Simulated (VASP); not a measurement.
A run of VASP 6.6.1:

File INCAR:

```
SYSTEM = B16P17
ALGO = Normal ; EDIFF = 1E-6
ENCUT = 520 ; GGA = PE
ISIF = 2 ; ISMEAR = 0
LASPH = .True. ; LCHARG = .False.
LREAL = Auto ; LWAVE = .False.
NBANDS = 88 ; NELECT = 132.0
NELM = 80 ; PREC = Accurate
SIGMA = 0.01
```

KPOINTS

```
Automatic mesh
0
Gamma
  2 2 2
  0.5 0.5 0.5
```

File POSCAR:

```
B16P17
1.0
   -4.5481928018     -4.5481928018     -4.5481928018
   -4.5481928018      4.5481928018      4.5481928018
    4.5481928018      4.5481928018     -4.5481928018
B P
16 17
Direct
    0.4956724250      0.2500423541      0.2456878561
    0.2551992875      0.2636337525      0.5029987852
    0.0054334802      0.2502980305      0.7570149281
    0.5515576193      0.7700622641      0.7553159048
    0.5102283029      0.5215577759      0.0123235487
    0.2614430957      0.5066465857      0.2662670467
   -0.0349390315      0.4628241545      0.4760884952
    0.7517673942      0.5044582344      0.7571908208
    0.7648092931      0.2642687849      1.0102961839
    0.5111881140      0.0104917380      0.5025637387
    0.2748258662      0.0531068500      0.7554511294
    0.2414871759      0.7393840447      0.0359829842
    1.0064020062      0.7609910474      0.2689060277
    0.7633847597      0.7539835472      0.5032438406
    0.0212299717      0.0090120703      0.0121526811
    0.7532118512     -0.0013089021      0.2482670909
    0.5032450788      0.0025279831      0.2465837729
    0.2622501809      0.0192306959      0.4991211092
    0.0133139023      0.0022807248      0.7569723192
    0.5041338186      0.5111736942      0.7569435850
    0.5193786914      0.2807494772      0.0151526747
    0.2584038047      0.2580394683      0.2575188069
   -0.0023083713      0.2393246082      0.4996197970
    0.7583064261      0.2571453365      0.7564944229
    0.7803273994      0.0178724984      0.0148527918
    0.5189004924      0.7609113156      0.4993861695
    0.1347036267      0.6669515903      0.7554366708
    0.2543547489      0.4957097785      0.0148457227
    0.0124587215      0.5116953323      0.2646077090
    0.7365530463      0.4936852682      0.4955511989
   -0.0028795959      0.7545907162      0.0188554350
    0.7583323618      0.7594130494      0.2588466308
    0.3838271114     -0.1183475126     -0.2069077588
```

Potentials or basis: VASP PAW PBE potentials, release 64 (B, P).

Run with:

```bash
$ cat potpaw_PBE.64/B/POTCAR potpaw_PBE.64/P/POTCAR > POTCAR
$ mpirun -np 1 vasp_std > vasp.out
```

Hardware: 1 thread of Intel(R) Xeon(R) Platinum 8375C CPU @ 2.90GHz (Ice Lake), on a shared host.

Task: Estimate the wall time of this run.

Result: It took 3.2 min on 1 thread of Intel(R) Xeon(R) Platinum 8375C CPU @ 2.90GHz (Ice Lake) (shared host), peak memory 0.48 GiB. Counts: scf iterations 15, k points 4.
